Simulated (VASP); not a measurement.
# LiH (Fm-3m) in VASP: settings compared, part 2 of 3

VASP 6.6.1. Earlier steps stand in the parts before.

### Step 3. Single point, PBE

Input file INCAR:

```
PREC = Accurate ; ENCUT = 520
EDIFF = 1E-7 ; ISMEAR = 1
SIGMA = 0.5 ; LREAL = False
LASPH = True ; NELM = 60
ALGO = Normal ; ISIF = 2
LWAVE = False ; LCHARG = False
GGA = PE ; NBANDS = 9
```

Input file KPOINTS:

```
Automatic mesh
0
Gamma
  8 8 8
```

Input file POSCAR:

```
LiH
1.0
    0.0000000000      1.9984726907      1.9984726907
    1.9984726907      0.0000000000      1.9984726907
    1.9984726907      1.9984726907      0.0000000000
Li H
1 1
Direct
    0.0000000000      0.0000000000      0.0000000000
    0.5000000000      0.5000000000      0.5000000000
```

Potentials or basis: VASP PAW PBE potentials, release 64 (Li_sv, H).

Command:

```sh
$ cat potpaw_PBE.64/Li_sv/POTCAR potpaw_PBE.64/H/POTCAR > POTCAR
$ mpirun -np 1 vasp_std > vasp.out
```

OUTCAR:

```text
PREC = Accurate
   ENCUT = 520
   EDIFF = 1E-7
   ISMEAR = 1
   LREAL = False
   LASPH = True
   NELM = 60
   ISIF = 2
   GGA = PE

 ion  position               nearest neighbor table
   1  0.000  0.000  0.000-
   2  0.500  0.500  0.500-

  LATTYP: Found a face centered cubic cell.
 ALAT       =     3.9969453814

  Lattice vectors:

 A1 = (   0.0000000000,   1.9984726907,   1.9984726907)
 A2 = (   1.9984726907,   0.0000000000,   1.9984726907)
 A3 = (   1.9984726907,   1.9984726907,   0.0000000000)

Analysis of symmetry for initial positions (statically):
=====================================================================
 Subroutine PRICEL returns:
 Original cell was already a primitive cell.

 Routine SETGRP: Setting up the symmetry group for a
 face centered cubic supercell.

 Subroutine GETGRP returns: Found 48 space group operations
 (whereof 48 operations were pure point group operations)
 out of a pool of 48 trial point group operations.

The static configuration has the point symmetry O_h .

Analysis of symmetry for dynamics (positions and initial velocities):
=====================================================================
 Subroutine PRICEL returns:
 Original cell was already a primitive cell.

 Routine SETGRP: Setting up the symmetry group for a
 face centered cubic supercell.

 Subroutine GETGRP returns: Found 48 space group operations
 (whereof 48 operations were pure point group operations)
 out of a pool of 48 trial point group operations.

The dynamic configuration has the point symmetry O_h .

 Subroutine INISYM returns: Found 48 space group operations
 (whereof 48 operations are pure point group operations),
 and found     1 'primitive' translations

----------------------------------------------------------------------------------------

                                     Primitive cell

  volume of cell :      15.9634

  direct lattice vectors                    reciprocal lattice vectors
     0.000000000  1.998472691  1.998472691    -0.250191060  0.250191060  0.250191060
     1.998472691  0.000000000  1.998472691     0.250191060 -0.250191060  0.250191060
     1.998472691  1.998472691  0.000000000     0.250191060  0.250191060 -0.250191060

  length of vectors
     2.826267183  2.826267183  2.826267183     0.433343627  0.433343627  0.433343627

  position of ions in fractional coordinates (direct lattice)
     0.000000000  0.000000000  0.000000000
     0.500000000  0.500000000  0.500000000

  ion indices of the primitive-cell ions
   primitive index   ion index
                 1           1
                 2           2

----------------------------------------------------------------------------------------

 KPOINTS: Automatic mesh

Automatic generation of k-mesh.
 Grid dimensions read from file:
 generate k-points for:    8    8    8

 Generating k-lattice:

  Cartesian coordinates                     Fractional coordinates (reciprocal lattice)
    -0.031273882  0.031273882  0.031273882     0.125000000  0.000000000  0.000000000
     0.031273882 -0.031273882  0.031273882     0.000000000  0.125000000  0.000000000
     0.031273882  0.031273882 -0.031273882     0.000000000  0.000000000  0.125000000

  Length of vectors
     0.054167953  0.054167953  0.054167953

  Shift w.r.t. Gamma in fractional coordinates (k-lattice)
     0.000000000  0.000000000  0.000000000

 Subroutine IBZKPT returns following result:
 ===========================================

 Found     29 irreducible k-points:

 Following reciprocal coordinates:
            Coordinates               Weight
  0.000000  0.000000  0.000000      1.000000
  0.125000  0.000000  0.000000      8.000000
  0.250000  0.000000  0.000000      8.000000
  0.375000  0.000000  0.000000      8.000000
  0.500000  0.000000  0.000000      4.000000
  0.125000  0.125000  0.000000      6.000000
[... 16 lines left out ...]
  0.500000  0.250000  0.125000     48.000000
 -0.375000  0.250000  0.125000     24.000000
 [... further k-points ...]
   k-points           NKPTS =     29   k-points in BZ     NKDIM =     29   number of bands    NBANDS=      9
   number of dos      NEDOS =    301   number of ions     NIONS =      2
   total plane-waves  NPLWV =  13824
   dimension x,y,z NGX =    24 NGY =   24 NGZ =   24
   dimension x,y,z NGXF=    48 NGYF=   48 NGZF=   48
   ions per type =               1   1
   NGX,Y,Z   is equivalent  to a cutoff of  14.12, 14.12, 14.12 a.u.
   NGXF,Y,Z  is equivalent  to a cutoff of  28.23, 28.23, 28.23 a.u.
 SYSTEM =  unknown system
   PREC   = accura    normal or accurate (medium, high low for compatibility)
   ISTART =      0    job   : 0-new  1-cont  2-samecut
   ICHARG =      2    charge: 1-file 2-atom 10-const
   ISPIN  =      1    spin polarized calculation?
   LNONCOLLINEAR =      F non collinear calculations
   LSORBIT =      F    spin-orbit coupling
   LASPH  =      T    aspherical Exc in radial PAW
   ENCUT  =  520.0 eV  38.22 Ry    6.18 a.u.   5.25  5.25  5.25*2*pi/ulx,y,z
   NELM   =     60;   NELMIN=  2; NELMDL= -5     # of ELM steps
   EDIFF  = 0.1E-06   stopping-criterion for ELM
   LREAL  =      F    real-space projection
   EDIFFG = 0.1E-05   stopping-criterion for IOM
   NSW    =      0    number of steps for IOM
   IBRION =     -1    ionic relax: 0-MD 1-quasi-New 2-CG
   NFREE  =      0    steps in history (QN), initial steepest desc. (CG)
   ISIF   =      2    stress and relaxation
   ISYM   =      2    0-nonsym 1-usesym 2-fastsym
   POTIM  = 0.5000    time-step for ionic-motion
   TEBEG  =    0.0;   TEEND  =   0.0 temperature during run
   PSTRESS=    0.0 pullay stress
   NELECT =       4.0000    total number of electrons
   NUPDOWN=      -1.0000    fix difference up-down
   EMIN   =  10.00;   EMAX   =-10.00  energy-range for DOS
   EFERMI =   0.00;   METHOD = LEGACY
   ISMEAR =     1;   SIGMA  =   0.50  broadening in eV -4-tet -1-fermi 0-gaus
   EFERMI_NEDOS =   21; number of points for ismear=-14 and -15
   IALGO  =     38    algorithm
   IMIX   =      4    mixing-type and parameters
     AMIX     =   0.40;   BMIX     =  1.00
     AMIX_MAG =   1.60;   BMIX_MAG =  1.00
  volume/ion in A,a.u.               =       7.98        53.86
  Fermi-wavevector in a.u.,A,eV,Ry     =   1.032096  1.950378 14.493217  1.065221
  Thomas-Fermi vector in A             =   2.166276
   LORBIT       =      0    0 simple, 1 ext, 2 COOP (PROOUT), +10 PAW based schemes
   GGA     = PE    functional components
   LHFCALC =     F    Hartree Fock is set to
   AEXX    =    0.0000 exact exchange contribution
   IVDW    =     0    specifies the selected vdW correction
   LEPSILON=     F    determine dielectric tensor
   LRPA    =     F    only Hartree local field effects (RPA)
 non-spin polarized calculation
 Methfessel and Paxton  Order N= 1 SIGMA  =   0.50
  energy-cutoff  :      520.00
  volume of cell :       15.96
 maximum number of plane-waves:       445
 NGX is ok and might be reduce to    24
   NGX = 11   NGY = 11   NGZ = 11

 number of electron       3.9999996 magnetization

 Free energy of the ion-electron system (eV)
  ---------------------------------------------------
  ext. energy  EPLUGINS =         0.00000000
  ---------------------------------------------------
  free energy    TOTEN  =        -6.12530294 eV

  energy without entropy =       -6.12921243  energy(sigma->0) =       -6.12660611

 E-fermi :   0.3521     XC(G=0):  -8.5398

 val. band max:        0.1312241857   @ k =   0.5000   0.5000   0.0000
 cond. band min:       3.1046222745   @ k =   0.5000   0.5000   0.0000
 fundamental gap:      2.9733980888
 Fermi energy:         0.3521266370

 k-point     1 :       0.0000    0.0000    0.0000
  band No.  band energies     occupation
      1     -44.1501      2.00000
      2      -5.3348      2.00000
      3      16.3381      0.00000
      4      18.1120      0.00000
      5      18.1120      0.00000
      6      18.1120      0.00000
      7      22.8433      0.00000
      8      22.8433      0.00000
      9      22.8433      0.00000
[... 265 lines left out ...]
 k-point    24 :      -0.3750    0.2500    0.1250
  band No.  band energies     occupation
      1     -44.0949      2.00000
      2      -1.6018      2.00000
      3       5.2370     -0.00000
      4       9.0149     -0.00000
      5      13.5044      0.00000
      6      16.6398      0.00000
      7      23.3202      0.00000
      8      26.3990      0.00000
      9      27.6147      0.00000

 [... further k-points ...]

------------------------ aborting loop because EDIFF is reached ----------------------------------------

  FORCE on cell =-STRESS in cart. coord.  units (eV):
  Direction    XX          YY          ZZ          XY          YZ          ZX
  --------------------------------------------------------------------------------------
  -------------------------------------------------------------------------------------
  Total       -0.0004133     -0.0004133     -0.0004133     -0.0000000     -0.0000000      0.0000000
  in kB       -0.0414786     -0.0414786     -0.0414786     -0.0000000     -0.0000000      0.0000000
  external PRESSURE =      -0.0414786 kB  Pullay stress =       0.0000000 kB

 VOLUME and BASIS-vectors are now :
 -----------------------------------------------------------------------------
  energy-cutoff  :      520.00
  volume of cell :       15.96
      direct lattice vectors                 reciprocal lattice vectors
     0.000000000  1.998472691  1.998472691    -0.250191060  0.250191060  0.250191060
     1.998472691  0.000000000  1.998472691     0.250191060 -0.250191060  0.250191060
     1.998472691  1.998472691  0.000000000     0.250191060  0.250191060 -0.250191060

 POSITION                                       TOTAL-FORCE (eV/Angst)
 -----------------------------------------------------------------------------------
      0.00000      0.00000      0.00000         0.000000      0.000000      0.000000
      1.99847      1.99847      1.99847        -0.000000     -0.000000     -0.000000
 -----------------------------------------------------------------------------------
    total drift:                                0.000000     -0.000000     -0.000000

  FREE ENERGIE OF THE ION-ELECTRON SYSTEM (eV)
  ---------------------------------------------------
  free  energy   TOTEN  =        -6.1253029430 eV

  energy  without entropy=       -6.1292124300  energy(sigma->0) =       -6.12660611
```

OSZICAR:

```text
N       E                     dE             d eps       ncg     rms          rms(c)
DAV:   1    -0.113466294928E+01   -0.11347E+01   -0.13209E+03   530   0.394E+02
DAV:   2    -0.629813225847E+01   -0.51635E+01   -0.51236E+01   735   0.576E+01
DAV:   3    -0.636760434912E+01   -0.69472E-01   -0.69420E-01   667   0.575E+00
DAV:   4    -0.636786659051E+01   -0.26224E-03   -0.26222E-03   697   0.304E-01
DAV:   5    -0.636786770669E+01   -0.11162E-05   -0.11162E-05   673   0.145E-02    0.287E+00
DAV:   6    -0.618522446042E+01    0.18264E+00   -0.14782E-01   580   0.119E+00    0.144E+00
DAV:   7    -0.612360987385E+01    0.61615E-01   -0.19225E-01   603   0.154E+00    0.220E-01
DAV:   8    -0.612537654311E+01   -0.17667E-02   -0.42012E-03   605   0.424E-01    0.430E-02
DAV:   9    -0.612531019073E+01    0.66352E-04   -0.15266E-04   657   0.483E-02    0.622E-03
DAV:  10    -0.612530406879E+01    0.61219E-05   -0.60139E-06   627   0.176E-02    0.232E-03
DAV:  11    -0.612530335322E+01    0.71557E-06   -0.19310E-07   725   0.187E-03    0.381E-04
DAV:  12    -0.612530293594E+01    0.41728E-06   -0.73528E-09   366   0.637E-04    0.322E-04
DAV:  13    -0.612530294304E+01   -0.70999E-08   -0.63858E-09   317   0.389E-04
   1 F= -.61253029E+01 E0= -.61266061E+01  d E =0.390949E-02
```

It took 3.2 s on 1 thread of Intel Xeon Platinum 8488C (Sapphire Rapids), shared host; peak memory 0.13 GiB.

Results:

```yaml
Free_energy: -6.1253 eV
Band_gap_on_the_k_mesh: 2.97 eV, direct
```

Levels at points of the mesh, in eV from the valence-band top:
| k point | band 1 | band 2 | band 3 | band 4 | band 5 | band 6 | band 7 |
| --- | --- | --- | --- | --- | --- | --- | --- |
| (0.00, 0.00, 0.00) | -44.28 | -5.47 | 16.21 | 17.98 | 17.98 | 17.98 | 22.71 |
| (0.50, 0.00, 0.00) | -44.23 | -2.65 | 4.94 | 13.74 | 16.58 | 16.58 | 19.16 |
| (0.50, 0.50, 0.00) | -44.22 | 0.00 | 2.97 | 10.86 | 10.86 | 14.03 | 17.40 |

Caveat: the cutoff is under 1.25 times the usual one of these potentials, so pressure, stress and relaxed cells hold a basis-set (Pulay) error. A hybrid or GW would open this gap; PBE tends to underestimate it.

### Step 4. Single point, PBE

Input file INCAR:

```
SYSTEM = LiH
PREC = Accurate
ENCUT = 520
EDIFF = 1E-7
ISMEAR = -1
SIGMA = 0.2
LREAL = .FALSE.
LASPH = .TRUE.
NELM = 60
ALGO = Normal
ISIF = 2
LWAVE = .FALSE.
LCHARG = .FALSE.
GGA = PE
NBANDS = 9
```

Input file KPOINTS:

```
regular mesh
0
G
  8 8 8
  0 0 0
```

POSCAR is that of step 3.

Command:

```sh
$ cat potpaw_PBE.64/Li_sv/POTCAR potpaw_PBE.64/H/POTCAR > POTCAR
$ mpirun -np 1 vasp_std > vasp.out
```

Run time: 3.1 s. Hardware: 1 thread of Intel Xeon Platinum 8488C (Sapphire Rapids), shared host; peak memory 0.12 GiB.

Results (log left out):

- Free energy: -6.1268 eV
- Band gap on the k mesh: 2.97 eV, direct

Levels at points of the mesh, in eV from the valence-band top:
| k point | band 1 | band 2 | band 3 | band 4 | band 5 |
| --- | --- | --- | --- | --- | --- |
| (0.00, 0.00, 0.00) | -44.28 | -5.47 | 16.21 | 17.98 | 17.98 |
| (0.50, 0.00, 0.00) | -44.23 | -2.65 | 4.94 | 13.74 | 16.58 |
| (0.50, 0.50, 0.00) | -44.22 | 0.00 | 2.97 | 10.86 | 10.86 |

Caveat: the cutoff is under 1.25 times the usual one of these potentials, so pressure, stress and relaxed cells hold a basis-set (Pulay) error. A k mesh can miss the band edges.

[end of part 2 of 3]
